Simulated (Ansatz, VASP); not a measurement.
**One calculation of Ru, two programs**

File INCAR:

```
PREC     = Accurate       # precision mode
ENCUT    = 600            # plane-wave cutoff, eV
EDIFF    = 1E-7           # SCF threshold, eV
ISMEAR   = 0              # smearing method
SIGMA    = 0.1            # smearing width, eV
LREAL    = F              # projectors in reciprocal space
LASPH    = T              # aspherical terms in the spheres
NELM     = 60             # most SCF steps
ALGO     = Fast           # electronic algorithm
ISIF     = 3              # what is computed and relaxed
LWAVE    = F              # write WAVECAR
LCHARG   = F              # write CHGCAR
GGA      = PS             # functional
IBRION   = 2              # ionic algorithm
NSW      = 70             # ionic steps
EDIFFG   = -0.005         # ionic threshold
```

Contents of KPOINTS:

```
regular mesh
0
Gamma
  18 18 10
```

The input POSCAR:

```
Ru
1.0
    2.7200250913      0.0000000000      0.0000000000
   -1.3600125457      2.3556108280      0.0000000000
    0.0000000000      0.0000000000      4.2967694969
Ru
2
Direct
    0.3333333333      0.6666666667      0.2500000000
    0.6666666667      0.3333333333      0.7500000000
```

Input for Ansatz:

```yaml
crystal:
  lattice:
    - [2.7200250912, 0.0, 0.0]
    - [-1.3600125456, 2.3556108279, 0.0]
    - [0.0, 0.0, 4.2967694967]
  atoms:
    - { symbol: Ru, position: [0.3333333333, 0.6666666667, 0.25] }
    - { symbol: Ru, position: [0.6666666667, 0.3333333333, 0.75] }
basis:
  ecutwfc: 420
kpoints:
  mp_grid: { grid: [18, 18, 10] }
hamiltonian:
  xc: pbesol
scf:
  occupations: { method: gaussian, width: 0.1 }
output:
  forces: true
  stress: true
  eigenvalues: true
relax:
  adjacent_minimum: "off"
  f_tol: 0.005
  max_steps: 50
  cell: { stress_tol: 0.05 }
```

Alike in both runs: task relaxation of cell and atoms; functional PBEsol; k mesh 18 × 18 × 10; occupations gaussian, width 0.1 eV; no spin polarisation.

|  | VASP | Ansatz |
| --- | --- | --- |
| version | VASP 6.6.1 | Ansatz 0.2.0 |
| potentials or method | VASP PAW PBE potentials, release 64 (Ru_pv), cutoff 600 eV | scalar-relativistic, plane waves, PAW |
| valence electrons in the cell | 28 | 32 |

```tsv
	VASP	Ansatz	Ansatz less VASP
gap on the k mesh at the Fermi level, each at its own relaxed structure (eV)	none	none	-
relaxed volume (Å³/atom)	13.32	13.32	+0.002
relaxed cell length with the largest relative difference (Å)	2.689	2.689	+0.0002
```

VASP's potentials were made for PBE, not for PBEsol. A gap of «none» marks a metal or a gap that the smearing closes. VASP's potentials hold 28 valence electrons a cell and Ansatz's 32, so a difference there can come from the potentials and not from the codes.
